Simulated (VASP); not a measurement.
Wanted: the native input for a VASP 6.6.1 run.

```
Task                   : single point
Functional             : PBE
Potentials or basis    : VASP PAW PBE potentials, release 64 (Cs_sv)
Cutoff                 : 520 eV
k mesh                 : 4 × 4 × 4
Occupations            : methfessel-paxton, width 0.1 eV
Spin                   : no spin polarisation
Dipole correction      : no
Further INCAR settings : ALGO = Fast; EDIFF = 1e-07; NBANDS = 10
```

The structure of Cs lies in POSCAR:

```
Cs
1.0
   -3.1284650614      3.1284650614      3.1284650614
    3.1284650614     -3.1284650614      3.1284650614
    3.1284650614      3.1284650614     -3.1284650614
Cs
1
Direct
    0.7950000000      0.7420000000      0.6290000000
```

One way to write it, as run:

INCAR

```
ALGO = Fast
EDIFF = 1E-7
ENCUT = 520
GGA = PE
ISIF = 2
ISMEAR = 1
LASPH = True
LCHARG = True
LELF = True
LREAL = False
LVHAR = True
LWAVE = False
NBANDS = 10
NELM = 60
PREC = Accurate
SIGMA = 0.1
```

KPOINTS

```
k-points
0
Gamma
  4 4 4
```

Potentials or basis: VASP PAW PBE potentials, release 64 (Cs_sv).

Run with:

```sh
$ cat potpaw_PBE.64/Cs_sv/POTCAR > POTCAR
$ mpirun -np 1 vasp_std > vasp.out
```

It gave:

```yaml
Pressure: 0.0 GPa
```

Run time: 17 s on 1 thread of AMD EPYC 9R45 (Zen 5), on a shared host, peak memory 0.19 GiB.
